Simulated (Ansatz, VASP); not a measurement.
# One calculation of TePt, two programs

```xyz
4
Lattice="4.0232 0.0000 0.0000 -2.0116 3.4842 0.0000 0.0000 0.0000 5.2745" Properties=species:S:1:pos:R:3 pbc="T T T"
Te    0.0000    2.3228    1.3186
Te    2.0116    1.1614    3.9559
Pt    0.0000    0.0000    0.0000
Pt    0.0000    0.0000    2.6373
```

Alike in both runs: task single point; functional LDA; k mesh 12 × 12 × 8; occupations gaussian, width 0.15 eV; no spin polarisation.

|  | VASP | Ansatz |
| --- | --- | --- |
| version | VASP 6.6.1 | Ansatz 0.2.0 |
| potentials or method | VASP PAW LDA potentials, release 64 (Te, Pt), cutoff 520 eV | scalar-relativistic, plane waves, PAW |
| valence electrons in the cell | 32 | 68 |

|  | VASP | Ansatz | Ansatz less VASP |
| --- | --- | --- | --- |
| gap on the k mesh at the Fermi level (eV) | none | none | - |
| pressure (GPa) | 26.2 | 25.6 | -0.60 |
| traceless stress, the component that is largest in VASP (GPa) | 1.70 | 1.55 | -0.153 |

Ansatz warns that its potentials were made for another functional, while VASP's fit it. LDA's correlation is that of Perdew and Zunger in VASP and of Perdew and Wang (1992) in Ansatz. A gap of «none» marks a metal or a gap that the smearing closes. VASP's potentials hold 32 valence electrons a cell and Ansatz's 68, so a difference there can come from the potentials and not from the codes.

Neither program's run includes spin-orbit coupling.
